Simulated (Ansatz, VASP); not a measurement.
## Fe: VASP beside Ansatz

The input INCAR:

```
PREC = Accurate
ENCUT = 600
EDIFF = 1E-6
ISMEAR = -1
SIGMA = 0.1
LREAL = F
LASPH = T
NELM = 120
ALGO = Normal
ISIF = 2
LWAVE = F
LCHARG = T
GGA = B5
ALDAX = 1.0
AGGAX = 1.0
AGGAC = 1.0
ALDAC = 0.0
LELF = T
LVHAR = T
NBANDS = 23
GGA_COMPAT = F
```

KPOINTS

```
Automatic mesh
0
Gamma
  12 12 12
```

POSCAR

```
Fe
1.0
    0.0000000000      2.4383170422      2.4383170422
    2.4383170422      0.0000000000      2.4383170422
    2.4383170422      2.4383170422      0.0000000000
Fe
2
Direct
    0.1250000000      0.1250000000      0.1250000000
    0.8750000000      0.8750000000      0.8750000000
```

Input for Ansatz:

```yaml
crystal:
  lattice:
    - [0.0, 2.4383170422, 2.4383170422]
    - [2.4383170422, 0.0, 2.4383170422]
    - [2.4383170422, 2.4383170422, 0.0]
  atoms:
    - { symbol: Fe, position: [0.125, 0.125, 0.125] }
    - { symbol: Fe, position: [0.875, 0.875, 0.875] }
hamiltonian:
  xc: blyp
  pseudopotentials:
    kind: paw
    azcp:
      Fe: "pseudopotentials/Fe.paw.azcp"
basis:
  ecutwfc: 420
  fft_grid_basis: typed
kpoints:
  mp_grid: { grid: [12, 12, 12], shift: [0, 0, 0] }
magnetization:
  spin_polarized: false
scf:
  occupations: { method: fermi_dirac, width: 0.1 }
  lower_state_search: "off"
output:
  stress: true
```

Alike in both runs: task single point; functional BLYP; k mesh 12 × 12 × 12; occupations fermi-dirac, width 0.1 eV; no spin polarisation.

|  | VASP | Ansatz |
| --- | --- | --- |
| version | VASP 6.6.1 | Ansatz 0.2.0 |
| potentials or method | VASP PAW PBE potentials, release 64 (Fe_sv), cutoff 600 eV | plane waves (420 eV) with PAW, scalar-relativistic |
| valence electrons in the cell | 32 | 32 |

```csv
,VASP,Ansatz,Ansatz less VASP
pressure (GPa),3.9,6.1,+2.20
```

VASP's potentials were made for PBE, not for BLYP. The functional is the same, so the differences come from potentials, cutoffs and numerics.
